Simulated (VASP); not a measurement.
# KMgF3 (cubic perovskite) (Pm-3m) in VASP: vibrations by perturbation theory with PBEsol

Aim: the vibrations by perturbation theory of KMgF3 (cubic perovskite) with PBEsol.

Program: VASP 6.6.1. These are calculated values, not measurements. Logs are shortened: lines on timing, memory, paths and dates and some standing lists are left out, and cuts for length are marked.

## Step 1: The cell of the first run

The structure is cubic, space group Pm-3m (No. 221). Conventional cell: a = 3.839 Å, b = 3.839 Å, c = 3.839 Å, α = 90.00°, β = 90.00°, γ = 90.00°. K (site symmetry m-3m) has 12 F at 2.71 Å and 8 Mg at 3.32 Å within 3.6 Å. Within 2.5 Å of Mg (site symmetry m-3m) lie 6 F at 1.92 Å. Within 2.5 Å of F (site symmetry 4/mmm) lie 2 Mg at 1.92 Å.

## Step 2: Vibrations by perturbation theory, PBEsol

Contents of INCAR:

```
  PREC = Accurate
  ENCUT = 520
  EDIFF = 1E-8
  ISMEAR = 0
  SIGMA = 0.01
  LREAL = False
  LASPH = True
  NELM = 100
  ALGO = Normal
  ISIF = 2
  LWAVE = False
  LCHARG = False
  GGA = PS
  NBANDS = 24
  IBRION = 8
  NSW = 1
  LEPSILON = True
```

Contents of KPOINTS:

```
regular mesh
0
Gamma
  4 4 4
```

Contents of POSCAR:

```
KMgF3
1.0
    3.8388855895      0.0000000000      0.0000000000
    0.0000000000      3.8388855895      0.0000000000
    0.0000000000      0.0000000000      3.8388855895
K Mg F
1 1 3
Direct
    0.5000000000      0.5000000000      0.5000000000
    0.0000000000      0.0000000000      0.0000000000
    0.5000000000      0.0000000000      0.0000000000
    0.0000000000      0.5000000000      0.0000000000
    0.0000000000      0.0000000000      0.5000000000
```

Potentials or basis: VASP PAW PBE potentials, release 64 (K_sv, Mg, F).

Started as:

```bash
$ cat potpaw_PBE.64/K_sv/POTCAR potpaw_PBE.64/Mg/POTCAR potpaw_PBE.64/F/POTCAR > POTCAR
$ mpirun -np 1 vasp_std > vasp.out
```

OUTCAR:

```text
PREC = Accurate
   ENCUT = 520
   EDIFF = 1E-8
   ISMEAR = 0
   LREAL = False
   LASPH = True
   NELM = 100
   ISIF = 2
   GGA = PS
   IBRION = 8
   NSW = 1
   LEPSILON = True

 ion  position               nearest neighbor table
   1  0.500  0.500  0.500-   3 2.71   4 2.71   5 2.71   3 2.71   4 2.71   3 2.71   5 2.71   3 2.71
                             4 2.71   5 2.71   4 2.71   5 2.71   2 3.32   2 3.32   2 3.32   2 3.32
   2  0.000  0.000  0.000-   3 1.92   4 1.92   5 1.92   5 1.92   4 1.92   3 1.92   1 3.32   1 3.32
                             1 3.32   1 3.32   1 3.32   1 3.32   1 3.32   1 3.32
   3  0.500  0.000  0.000-   2 1.92   2 1.92   1 2.71   1 2.71   1 2.71   1 2.71
   4  0.000  0.500  0.000-   2 1.92   2 1.92   1 2.71   1 2.71   1 2.71   1 2.71
   5  0.000  0.000  0.500-   2 1.92   2 1.92   1 2.71   1 2.71   1 2.71   1 2.71

  LATTYP: Found a simple cubic cell.
 ALAT       =     3.8388855895

  Lattice vectors:

 A1 = (   3.8388855895,   0.0000000000,   0.0000000000)
 A2 = (   0.0000000000,   3.8388855895,   0.0000000000)
 A3 = (   0.0000000000,   0.0000000000,   3.8388855895)

Analysis of symmetry for initial positions (statically):
=====================================================================
 Subroutine PRICEL returns:
 Original cell was already a primitive cell.

 Routine SETGRP: Setting up the symmetry group for a
 simple cubic supercell.

 Subroutine GETGRP returns: Found 48 space group operations
 (whereof 48 operations were pure point group operations)
 out of a pool of 48 trial point group operations.

The static configuration has the point symmetry O_h .

Analysis of symmetry for dynamics (positions and initial velocities):
=====================================================================
 Subroutine PRICEL returns:
 Original cell was already a primitive cell.

 Routine SETGRP: Setting up the symmetry group for a
 simple cubic supercell.

 Subroutine GETGRP returns: Found 48 space group operations
 (whereof 48 operations were pure point group operations)
 out of a pool of 48 trial point group operations.

The dynamic configuration has the point symmetry O_h .

 Subroutine INISYM returns: Found 48 space group operations
 (whereof 48 operations are pure point group operations),
 and found     1 'primitive' translations

----------------------------------------------------------------------------------------

                                     Primitive cell

  volume of cell :      56.5738

  direct lattice vectors                    reciprocal lattice vectors
     3.838885589  0.000000000  0.000000000     0.260492264  0.000000000  0.000000000
     0.000000000  3.838885589  0.000000000     0.000000000  0.260492264  0.000000000
     0.000000000  0.000000000  3.838885589     0.000000000  0.000000000  0.260492264

  length of vectors
     3.838885589  3.838885589  3.838885589     0.260492264  0.260492264  0.260492264

  position of ions in fractional coordinates (direct lattice)
     0.500000000  0.500000000  0.500000000
     0.000000000  0.000000000  0.000000000
     0.500000000  0.000000000  0.000000000
     0.000000000  0.500000000  0.000000000
     0.000000000  0.000000000  0.500000000

  ion indices of the primitive-cell ions
   primitive index   ion index
                 1           1
                 2           2
                 3           3
                 4           4
                 5           5

----------------------------------------------------------------------------------------

 KPOINTS: regular mesh

Automatic generation of k-mesh.
 Grid dimensions read from file:
 generate k-points for:    4    4    4

[... 427 lines left out ...]
     0.00041  0.00000  0.00000           ( -0.00000  0.00000  0.00000)
     0.00000  0.00041 -0.00000           (  0.00000 -0.00000  0.00000)
     0.00000 -0.00000 -0.00113           (  0.00000  0.00000 -0.00002)

 PIEZOELECTRIC TENSOR FIELD DIRECTION 3  (C/m^2)
 -----------------------------------------------------------------------------
     0.00012  0.00000  0.00000
     0.00000  0.00012 -0.00000
     0.00000 -0.00000 -0.00032

[... ionic steps 4 to 9 ...]

--------------------------------------- Ionic step       10  -------------------------------------------

------------------------ aborting loop because EDIFF is reached ----------------------------------------

--------------------------------------- Ionic step       11  -------------------------------------------

 Free energy of the ion-electron system (eV)
  ---------------------------------------------------
  ---------------------------------------------------
  free energy    TOTEN  =        -0.53421044 eV

  energy without entropy =       -0.53421044

------------------------ aborting loop because EDIFF is reached ----------------------------------------

 INTERNAL STRAIN TENSOR  FOR ION    3  DIRECTION 2   (eV/Angst):
 -----------------------------------------------------------------------------
    -0.00383  0.00000  0.00000
     0.00000  0.00135  0.00000
     0.00000  0.00000  0.00265

 MACROSCOPIC STATIC DIELECTRIC TENSOR (including local field effects in DFT)
 ------------------------------------------------------
           2.153535     0.000000     0.000000
          -0.000000     2.153535     0.000000
          -0.000000    -0.000000     2.153535
 ------------------------------------------------------

 PIEZOELECTRIC TENSOR (including local field effects)  for field in x, y, z        (e  Angst)
          XX          YY          ZZ          XY          YZ          ZX
  --------------------------------------------------------------------------------
  x     0.00000     0.00000     0.00000     0.00000     0.00000     0.00000
  y     0.00000     0.00000     0.00000     0.00000     0.00000     0.00000
  z     0.00000     0.00000     0.00000     0.00000     0.00000     0.00000

 PIEZOELECTRIC TENSOR (including local field effects)  for field in x, y, z        (C/m^2)
          XX          YY          ZZ          XY          YZ          ZX
  --------------------------------------------------------------------------------
  x     0.00000     0.00000     0.00000     0.00000     0.00000     0.00000
  y     0.00000     0.00000     0.00000     0.00000     0.00000     0.00000
  z     0.00000     0.00000     0.00000     0.00000     0.00000     0.00000

 BORN EFFECTIVE CHARGES (including local field effects) (in |e|, cummulative output)
 ---------------------------------------------------------------------------------
 ion    1
    1     1.19920    -0.00000     0.00000
    2    -0.00000     1.19920     0.00000
    3    -0.00000     0.00000     1.19920
 ion    2
    1     1.96130     0.00000    -0.00000
    2     0.00000     1.96130    -0.00000
    3     0.00000    -0.00000     1.96130
 ion    3
    1    -1.20198     0.00000    -0.00000
    2     0.00000    -0.97926     0.00000
    3     0.00000    -0.00000    -0.97926
 ion    4
    1    -0.97926     0.00000    -0.00000
    2     0.00000    -1.20198     0.00000
    3    -0.00000     0.00000    -0.97926
 ion    5
    1    -0.97926    -0.00000    -0.00000
    2    -0.00000    -0.97926    -0.00000
    3    -0.00000    -0.00000    -1.20198

 INTERNAL STRAIN TENSOR FOR ION    5 for displacements in x,y,z  (eV/Angst):
          X           Y           Z          XY          YZ          ZX
  --------------------------------------------------------------------------------
  x     0.00000     0.00000     0.00000     0.00000     0.00000     0.00000
  y     0.00000     0.00000     0.00000     0.00000     0.00000     0.00000
  z     0.00000     0.00000     0.00000     0.00000     0.00000     0.00000

 SECOND DERIVATIVES (NOT SYMMETRIZED)
 ------------------------------------
               1X          1Y          1Z          2X          2Y          2Z          3X          3Y          3Z          4X          4Y          4Z          5X          5Y          5Z
  1X    -3.630304    0.000000    0.000000    1.470397    0.000000   -0.000000    0.374995   -0.000000   -0.000000    0.892456    0.000000    0.000000    0.892456   -0.000000   -0.000000
  1Y    -0.000000   -3.630304    0.000000   -0.000000    1.470397   -0.000000    0.000000    0.892456    0.000000   -0.000000    0.374995   -0.000000   -0.000000    0.892456   -0.000000
  1Z     0.000000   -0.000000   -3.630304    0.000000   -0.000000    1.470397    0.000000   -0.000000    0.892456   -0.000000   -0.000000    0.892456    0.000000    0.000000    0.374995
  2X     1.468040    0.000000   -0.000000  -14.224675    0.000000   -0.000000   11.847287    0.000000   -0.000000    0.454674    0.000000    0.000000    0.454674   -0.000000   -0.000000
  2Y     0.000000    1.468040   -0.000000   -0.000000  -14.224675   -0.000000    0.000000    0.454674    0.000000    0.000000   11.847287   -0.000000   -0.000000    0.454674   -0.000000
  2Z    -0.000000   -0.000000    1.468040   -0.000000   -0.000000  -14.224675    0.000000    0.000000    0.454674    0.000000   -0.000000    0.454674    0.000000    0.000000   11.847287
  3X     0.391396   -0.000000    0.000000   11.876438   -0.000000   -0.000000  -17.252569   -0.000000   -0.000000    2.492367   -0.000000    0.000000    2.492367    0.000000    0.000000
  3Y     0.000000    0.902087    0.000000    0.000000    0.464202    0.000000    0.000000   -3.416460    0.000000    0.000000    2.494332    0.000000    0.000000   -0.444161    0.000000
  3Z     0.000000    0.000000    0.902087    0.000000    0.000000    0.464202    0.000000    0.000000   -3.416460    0.000000    0.000000   -0.444161    0.000000    0.000000    2.494332
  4X     0.902087    0.000000    0.000000    0.464202    0.000000    0.000000    2.494332    0.000000    0.000000   -3.416460    0.000000    0.000000   -0.444161    0.000000    0.000000
  4Y    -0.000000    0.391396   -0.000000   -0.000000   11.876438    0.000000   -0.000000    2.492367   -0.000000   -0.000000  -17.252569    0.000000    0.000000    2.492367   -0.000000
  4Z     0.000000    0.000000    0.902087    0.000000    0.000000    0.464202    0.000000    0.000000   -0.444161    0.000000    0.000000   -3.416460    0.000000    0.000000    2.494332
  5X     0.902087    0.000000    0.000000    0.464202    0.000000    0.000000    2.494332    0.000000    0.000000   -0.444161    0.000000    0.000000   -3.416460    0.000000    0.000000
  5Y     0.000000    0.902087    0.000000    0.000000    0.464202    0.000000    0.000000   -0.444161    0.000000    0.000000    2.494332    0.000000    0.000000   -3.416460    0.000000
  5Z     0.000000    0.000000    0.391396   -0.000000   -0.000000   11.876438   -0.000000    0.000000    2.492367    0.000000   -0.000000    2.492367   -0.000000   -0.000000  -17.252569

 Eigenvectors and eigenvalues of the dynamical matrix
 ----------------------------------------------------

   1 f  =   18.079448 THz   113.596520 2PiTHz  603.065463 cm-1    74.770554 meV
             X         Y         Z           dx          dy          dz
      1.919443  1.919443  1.919443    -0.017648    0.001396    0.000000
      0.000000  0.000000  0.000000     0.583408   -0.046147    0.000000
      1.919443  0.000000  0.000000    -0.799774   -0.006491   -0.000000
      0.000000  1.919443  0.000000     0.082059    0.063261    0.000000
      0.000000  0.000000  1.919443     0.082059   -0.006491   -0.000000
[... 105 lines left out ...]
  15 f/i=    0.018212 THz     0.114430 2PiTHz    0.607489 cm-1     0.075319 meV
             X         Y         Z           dx          dy          dz
      1.919443  1.919443  1.919443    -0.006465    0.020095    0.571301
      0.000000  0.000000  0.000000    -0.005084    0.015803    0.449275
      1.919443  0.000000  0.000000    -0.004485    0.013922    0.395800
      0.000000  1.919443  0.000000    -0.004479    0.013941    0.395800
      0.000000  0.000000  1.919443    -0.004479    0.013922    0.396344

--------------------------------------------------------------------------------------------------------

 MACROSCOPIC STATIC DIELECTRIC TENSOR IONIC CONTRIBUTION
 ------------------------------------------------------
           3.221566     0.000000     0.000000
           0.000000     3.221566     0.000000
           0.000000     0.000000     3.221566
 ------------------------------------------------------

 ELASTIC MODULI CONTR FROM IONIC RELAXATION (kBar)
 Direction    XX          YY          ZZ          XY          YZ          ZX
 --------------------------------------------------------------------------------
 XX           0.0000      0.0000      0.0000      0.0000      0.0000      0.0000
 YY           0.0000      0.0000      0.0000      0.0000      0.0000      0.0000
 ZZ           0.0000      0.0000      0.0000      0.0000      0.0000      0.0000
 XY           0.0000      0.0000      0.0000      0.0000      0.0000      0.0000
 YZ           0.0000      0.0000      0.0000      0.0000      0.0000      0.0000
 ZX           0.0000      0.0000      0.0000      0.0000      0.0000      0.0000
 --------------------------------------------------------------------------------

 PIEZOELECTRIC TENSOR IONIC CONTR  for field in x, y, z        (C/m^2)
          XX          YY          ZZ          XY          YZ          ZX
  --------------------------------------------------------------------------------
  x     0.00000     0.00000     0.00000     0.00000     0.00000     0.00000
  y     0.00000     0.00000     0.00000     0.00000     0.00000     0.00000
  z     0.00000     0.00000     0.00000     0.00000     0.00000     0.00000
```

Wall time 5.3 min (1 thread of Intel Xeon Platinum 8488C (Sapphire Rapids), shared host); peak memory 0.28 GiB.

What came out:

* Electronic dielectric tensor (diagonal): 2.15
* Born charges (mean of the diagonal): K +1.20; Mg +1.96; F -1.05 e
* Highest phonon frequency at Γ, LO-TO splitting left out: 603 cm⁻¹

Phonon frequencies in cm⁻¹ (negative: imaginary):
| q point | frequencies |
| --- | --- |
| (0.000, 0.000, 0.000) | -1 -1 -1 193 193 193 206 206 206 293 293 293 603 603 603 |

Electronic dielectric tensor:
```
2.15 0.00 0.00
0.00 2.15 0.00
0.00 0.00 2.15
```

Born effective charge tensors (e):
atom 1, K
```
1.20 0.00 0.00
0.00 1.20 0.00
0.00 0.00 1.20
```
atom 2, Mg
```
1.96 0.00 0.00
0.00 1.96 0.00
0.00 0.00 1.96
```
atom 3, F
```
-1.20  0.00  0.00
 0.00 -0.98  0.00
 0.00  0.00 -0.98
```
atom 4, F
```
-0.98  0.00  0.00
 0.00 -1.20  0.00
 0.00  0.00 -0.98
```
atom 5, F
```
-0.98  0.00  0.00
 0.00 -0.98  0.00
 0.00  0.00 -1.20
```

Caveat: the k points lie up to 0.41 Å⁻¹ apart; the cell wasn't relaxed at this level first, which shifts response properties.
